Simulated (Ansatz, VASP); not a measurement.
**WAu: VASP beside Ansatz**

```
CELL_PARAMETERS angstrom
0.00000 2.90921 2.90921
2.90921 0.00000 2.90921
2.90921 2.90921 0.00000
ATOMIC_POSITIONS crystal
W 0.00000 0.00000 0.00000
Au 0.75000 0.75000 0.75000
```

Alike in both runs: task relaxation of cell and atoms; functional r2SCAN; k mesh 8 × 8 × 8; occupations fermi-dirac, width 0.05 eV; no spin polarisation.

```csv
,VASP,Ansatz
version,VASP 6.6.1,Ansatz 0.2.0
potentials or method,"VASP PAW PBE potentials, release 64 (W_sv, Au)",Ansatz PAW
plane-wave cutoff (eV),600,500
valence electrons in the cell,25,33
```

VASP gave:

* gap on the k mesh at the Fermi level, each at its own relaxed structure (eV): none
* relaxed volume (Å³/atom): 24.10
* relaxed cell length with the largest relative difference (Å): 4.085

Q: Which values does Ansatz return?

A: gap on the k mesh at the Fermi level, each at its own relaxed structure (eV): none; relaxed volume (Å³/atom): 24.02; relaxed cell length with the largest relative difference (Å): 4.080.

VASP's potentials were made for PBE, not for r2SCAN. A gap of «none» marks a metal or a gap that the smearing closes. VASP's potentials hold 25 valence electrons a cell and Ansatz's 33, so a difference there can come from the potentials and not from the codes.

Neither program's run includes spin-orbit coupling. Noted on Ansatz's run: the plane-wave basis is chosen anew once the cell has moved, so the energies of steps on either side of that aren't comparable.
